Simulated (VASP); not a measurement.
# NaF (Fm-3m) in VASP: single point with PBE

Aim: the single point of NaF with PBE.

Program: VASP 6.6.1. These are calculated values, not measurements. Logs are shortened: lines on timing, memory, paths and dates and some standing lists are left out, and cuts for length are marked.

## Step 1: The cell of the first run

The structure is cubic, space group Fm-3m (No. 225). The conventional cell has a = 4.700 Å, b = 4.700 Å, c = 4.700 Å, α = 90.00°, β = 90.00°, γ = 90.00°. Within 3.1 Å of Na (site symmetry m-3m) lie 6 F at 2.35 Å. Within 3.1 Å of F (site symmetry m-3m) lie 6 Na at 2.35 Å.

## Step 2: Single point, PBE

Input file INCAR:

```
SYSTEM = NaF
PREC = Accurate
ENCUT = 520
EDIFF = 1E-6
ISMEAR = 0
SIGMA = 0.01
LREAL = Auto
LASPH = .True.
NELM = 100
ALGO = Normal
ISIF = 2
LWAVE = .False.
LCHARG = .True.
GGA = PE
LELF = .True.
LVHAR = .True.
NBANDS = 134
```

Input file KPOINTS:

```
Automatic mesh
0
Gamma
  2 2 2
  0.5 0.5 0.5
```

Input file POSCAR:

```
NaF
1.0
   -4.6999823628      4.6999823628      4.6999823628
    4.6999823628     -4.6999823628      4.6999823628
    4.6999823628      4.6999823628     -4.6999823628
Na F
16 16
Direct
    0.0000000000      0.2500000000      0.7500000000
    0.0000000000      0.5000000000      0.5000000000
    0.0000000000      0.7500000000      0.2500000000
    0.2500000000      0.0000000000      0.7500000000
    0.0000000000      0.0000000000      0.0000000000
    0.2500000000      0.2500000000      0.5000000000
    0.2500000000      0.5000000000      0.2500000000
    0.5000000000      0.7500000000      0.7500000000
    0.2500000000      0.7500000000      0.0000000000
    0.5000000000      0.0000000000      0.5000000000
    0.5000000000      0.2500000000      0.2500000000
    0.7500000000      0.5000000000      0.7500000000
    0.5000000000      0.5000000000      0.0000000000
    0.7500000000      0.7500000000      0.5000000000
    0.7500000000      0.0000000000      0.2500000000
    0.7500000000      0.2500000000      0.0000000000
    0.5000000000      0.7500000000      0.2500000000
    0.5000000000      0.0000000000      0.0000000000
    0.5000000000      0.2500000000      0.7500000000
    0.7500000000      0.5000000000      0.2500000000
    0.5000000000      0.5000000000      0.5000000000
    0.7500000000      0.7500000000      0.0000000000
    0.7500000000      0.0000000000      0.7500000000
    0.0000000000      0.2500000000      0.2500000000
    0.7500000000      0.2500000000      0.5000000000
    0.0000000000      0.5000000000      0.0000000000
    0.0000000000      0.7500000000      0.7500000000
    0.2500000000      0.0000000000      0.2500000000
    0.0000000000      0.0000000000      0.5000000000
    0.2500000000      0.2500000000      0.0000000000
    0.2500000000      0.5000000000      0.7500000000
    0.2500000000      0.7500000000      0.5000000000
```

Potentials or basis: VASP PAW PBE potentials, release 64 (Na_pv, F).

On the command line:

```bash
$ cat potpaw_PBE.64/Na_pv/POTCAR potpaw_PBE.64/F/POTCAR > POTCAR
$ mpirun -np 1 vasp_std > vasp.out
```

OUTCAR:

```text
SYSTEM = NaF
   PREC = Accurate
   ENCUT = 520
   EDIFF = 1E-6
   ISMEAR = 0
   LREAL = Auto
   LASPH = .True.
   NELM = 100
   ISIF = 2
   GGA = PE

 ion  position               nearest neighbor table
   1  0.000  0.250  0.750-
   2  0.000  0.500  0.500-
   3  0.000  0.750  0.250-
   4  0.250  0.000  0.750-
   5  0.000  0.000  0.000-
   6  0.250  0.250  0.500-
[... 24 lines left out ...]
  31  0.250  0.500  0.750-
  32  0.250  0.750  0.500-

  LATTYP: Found a body centered cubic cell.
 ALAT       =     9.3999647256

  Lattice vectors:

 A1 = (  -4.6999823628,   4.6999823628,   4.6999823628)
 A2 = (   4.6999823628,  -4.6999823628,   4.6999823628)
 A3 = (   4.6999823628,   4.6999823628,  -4.6999823628)

Analysis of symmetry for initial positions (statically):
=====================================================================
 Subroutine PRICEL returns following result:

  LATTYP: Found a face centered cubic cell.
 ALAT       =     4.6999823628

  Lattice vectors:

 A1 = (   2.3499911814,  -2.3499911814,   0.0000000000)
 A2 = (  -0.0000000000,  -2.3499911814,  -2.3499911814)
 A3 = (   2.3499911814,   0.0000000000,  -2.3499911814)

  16 primitive cells build up your supercell.

 Routine SETGRP: Setting up the symmetry group for a
 body centered cubic supercell.

 Subroutine GETGRP returns: Found 48 space group operations
 (whereof 48 operations were pure point group operations)
 out of a pool of 48 trial point group operations.

The static configuration has the point symmetry O_h .

Analysis of symmetry for dynamics (positions and initial velocities):
=====================================================================
 Subroutine PRICEL returns following result:

  LATTYP: Found a face centered cubic cell.
 ALAT       =     4.6999823628

  Lattice vectors:

 A1 = (   2.3499911814,  -2.3499911814,   0.0000000000)
 A2 = (  -0.0000000000,  -2.3499911814,  -2.3499911814)
 A3 = (   2.3499911814,   0.0000000000,  -2.3499911814)

  16 primitive cells build up your supercell.

 Routine SETGRP: Setting up the symmetry group for a
 body centered cubic supercell.

 Subroutine GETGRP returns: Found 48 space group operations
 (whereof 48 operations were pure point group operations)
 out of a pool of 48 trial point group operations.

The dynamic configuration has the point symmetry O_h .

 Subroutine INISYM returns: Found 48 space group operations
 (whereof 48 operations are pure point group operations),
 and found    16 'primitive' translations

----------------------------------------------------------------------------------------

                                     Primitive cell

  volume of cell :      25.9555

  direct lattice vectors                    reciprocal lattice vectors
     2.349991181 -2.349991181  0.000000000     0.212766756 -0.212766756  0.212766756
    -0.000000000 -2.349991181 -2.349991181    -0.212766756 -0.212766756 -0.212766756
     2.349991181  0.000000000 -2.349991181     0.212766756  0.212766756 -0.212766756

  length of vectors
     3.323389400  3.323389400  3.323389400     0.368522831  0.368522831  0.368522831

  position of ions in fractional coordinates (direct lattice)
     0.000000000  1.000000000  1.000000000
     0.500000000  0.500000000  0.500000000

  ion indices of the primitive-cell ions
   primitive index   ion index
                 1           1
                 2          26

----------------------------------------------------------------------------------------

 KPOINTS: Automatic mesh

Automatic generation of k-mesh.
 Grid dimensions read from file:
 generate k-points for:    2    2    2

 Generating k-lattice:

  Cartesian coordinates                     Fractional coordinates (reciprocal lattice)
     0.000000000  0.053191689  0.053191689     0.500000000  0.000000000  0.000000000
     0.053191689  0.000000000  0.053191689     0.000000000  0.500000000  0.000000000
     0.053191689  0.053191689  0.000000000     0.000000000  0.000000000  0.500000000

  Length of vectors
     0.075224408  0.075224408  0.075224408

  Shift w.r.t. Gamma in fractional coordinates (k-lattice)
     0.500000000  0.500000000  0.500000000

 Subroutine IBZKPT returns following result:
 ===========================================

 Found      2 irreducible k-points:

 Following reciprocal coordinates:
            Coordinates               Weight
  0.250000  0.250000  0.250000      2.000000
 -0.250000  0.250000  0.250000      6.000000
   k-points           NKPTS =      2   k-points in BZ     NKDIM =      2   number of bands    NBANDS=    134
   number of dos      NEDOS =    301   number of ions     NIONS =     32
   total plane-waves  NPLWV = 262144
   dimension x,y,z NGX =    64 NGY =   64 NGZ =   64
   dimension x,y,z NGXF=   128 NGYF=  128 NGZF=  128
   ions per type =              16  16
   NGX,Y,Z   is equivalent  to a cutoff of  13.07, 13.07, 13.07 a.u.
   NGXF,Y,Z  is equivalent  to a cutoff of  26.14, 26.14, 26.14 a.u.
 SYSTEM =  NaF
   PREC   = accura    normal or accurate (medium, high low for compatibility)
   ISTART =      0    job   : 0-new  1-cont  2-samecut
   ICHARG =      2    charge: 1-file 2-atom 10-const
   ISPIN  =      1    spin polarized calculation?
   LNONCOLLINEAR =      F non collinear calculations
   LSORBIT =      F    spin-orbit coupling
   LASPH  =      T    aspherical Exc in radial PAW
   ENCUT  =  520.0 eV  38.22 Ry    6.18 a.u.  15.14 15.14 15.14*2*pi/ulx,y,z
   NELM   =    100;   NELMIN=  2; NELMDL= -5     # of ELM steps
   EDIFF  = 0.1E-05   stopping-criterion for ELM
   LREAL  =      T    real-space projection
   EDIFFG = 0.1E-04   stopping-criterion for IOM
   NSW    =      0    number of steps for IOM
   IBRION =     -1    ionic relax: 0-MD 1-quasi-New 2-CG
   NFREE  =      0    steps in history (QN), initial steepest desc. (CG)
   ISIF   =      2    stress and relaxation
   ISYM   =      2    0-nonsym 1-usesym 2-fastsym
   POTIM  = 0.5000    time-step for ionic-motion
   TEBEG  =    0.0;   TEEND  =   0.0 temperature during run
   PSTRESS=    0.0 pullay stress
   NELECT =     224.0000    total number of electrons
   NUPDOWN=      -1.0000    fix difference up-down
   EMIN   =  10.00;   EMAX   =-10.00  energy-range for DOS
   EFERMI =   0.00;   METHOD = LEGACY
   ISMEAR =     0;   SIGMA  =   0.01  broadening in eV -4-tet -1-fermi 0-gaus
   EFERMI_NEDOS =   21; number of points for ismear=-14 and -15
   IALGO  =     38    algorithm
   IMIX   =      4    mixing-type and parameters
     AMIX     =   0.40;   BMIX     =  1.00
     AMIX_MAG =   1.60;   BMIX_MAG =  1.00
  volume/ion in A,a.u.               =      12.98        87.58
  Fermi-wavevector in a.u.,A,eV,Ry     =   1.332625  2.518296 24.162441  1.775889
  Thomas-Fermi vector in A             =   2.461545
   LORBIT       =      0    0 simple, 1 ext, 2 COOP (PROOUT), +10 PAW based schemes
   GGA     = PE    functional components
   LHFCALC =     F    Hartree Fock is set to
   AEXX    =    0.0000 exact exchange contribution
   IVDW    =     0    specifies the selected vdW correction
   LEPSILON=     F    determine dielectric tensor
   LRPA    =     F    only Hartree local field effects (RPA)
 non-spin polarized calculation
 Gauss-broadening in eV      SIGMA  =   0.01
  energy-cutoff  :      520.00
  volume of cell :      415.29
 maximum number of plane-waves:     11205
 NGX is ok and might be reduce to    64
   NGX = 31   NGY = 31   NGZ = 31

 number of electron     223.9999609 magnetization

 Free energy of the ion-electron system (eV)
  ---------------------------------------------------
  ext. energy  EPLUGINS =         0.00000000
  ---------------------------------------------------
  free energy    TOTEN  =      -137.12452058 eV

  energy without entropy =     -137.12452058  energy(sigma->0) =     -137.12452058

 E-fermi :  -2.2525     XC(G=0):  -8.9544

 val. band max:       -2.3237331222   @ k =  -0.2500   0.2500   0.2500
 cond. band min:       4.5103435491   @ k =  -0.2500   0.2500   0.2500
 fundamental gap:      6.8340766713
 Fermi energy:        -2.2525044976

 k-point     1 :       0.2500    0.2500    0.2500
  band No.  band energies     occupation
      1     -21.8490      2.00000
      2     -21.8490      2.00000
      3     -21.8490      2.00000
      4     -21.8490      2.00000
      5     -21.8212      2.00000
      6     -21.8212      2.00000
[... 116 lines left out ...]
    123       8.8848      0.00000
    124       8.8848      0.00000

 k-point     2 :      -0.2500    0.2500    0.2500
  band No.  band energies     occupation
      1     -21.9743      2.00000
      2     -21.9743      2.00000
      3     -21.9743      2.00000
      4     -21.9743      2.00000
      5     -21.8369      2.00000
      6     -21.8369      2.00000
[... 116 lines left out ...]
    123       9.4313      0.00000
    124       9.4313      0.00000
 [bands above 124 left out]

------------------------ aborting loop because EDIFF is reached ----------------------------------------

  FORCE on cell =-STRESS in cart. coord.  units (eV):
  Direction    XX          YY          ZZ          XY          YZ          ZX
  --------------------------------------------------------------------------------------
  -------------------------------------------------------------------------------------
  Total       -0.3241252     -0.3241252     -0.3241252     -0.0000000      0.0000000     -0.0000000
  in kB       -1.2504741     -1.2504741     -1.2504741     -0.0000000      0.0000000     -0.0000000
  external PRESSURE =      -1.2504741 kB  Pullay stress =       0.0000000 kB

 VOLUME and BASIS-vectors are now :
 -----------------------------------------------------------------------------
  energy-cutoff  :      520.00
  volume of cell :      415.29
      direct lattice vectors                 reciprocal lattice vectors
    -4.699982363  4.699982363  4.699982363     0.000000000  0.106383378  0.106383378
     4.699982363 -4.699982363  4.699982363     0.106383378  0.000000000  0.106383378
     4.699982363  4.699982363 -4.699982363     0.106383378  0.106383378  0.000000000

 POSITION                                       TOTAL-FORCE (eV/Angst)
 -----------------------------------------------------------------------------------
      4.69998      2.34999     -2.34999        -0.000000     -0.000000      0.000000
      4.69998      0.00000      0.00000         0.000000     -0.000000     -0.000000
      4.69998     -2.34999      2.34999        -0.000000      0.000000      0.000000
      2.34999      4.69998     -2.34999        -0.000000      0.000000     -0.000000
      0.00000      0.00000      0.00000         0.000000      0.000000     -0.000000
      2.34999      2.34999      0.00000        -0.000000     -0.000000      0.000000
[... 24 lines left out ...]
      4.69998      2.34999      0.00000        -0.000000     -0.000000     -0.000000
      4.69998      0.00000      2.34999        -0.000000      0.000000      0.000000
 -----------------------------------------------------------------------------------
    total drift:                                0.000000      0.000000     -0.000000

  FREE ENERGIE OF THE ION-ELECTRON SYSTEM (eV)
  ---------------------------------------------------
  free  energy   TOTEN  =      -137.1245205822 eV

  energy  without entropy=     -137.1245205822  energy(sigma->0) =     -137.12452058
```

It took 2.6 min on 1 thread of Intel Xeon Platinum 8488C (Sapphire Rapids), shared host; peak memory 0.55 GiB.

Results:

```yaml
Free_energy: -137.1245 eV
Pressure: -0.1 GPa
Band_gap_on_the_k_mesh: 6.83 eV
```

Caveat: a shifted mesh leaves out Γ, where band edges can lie.
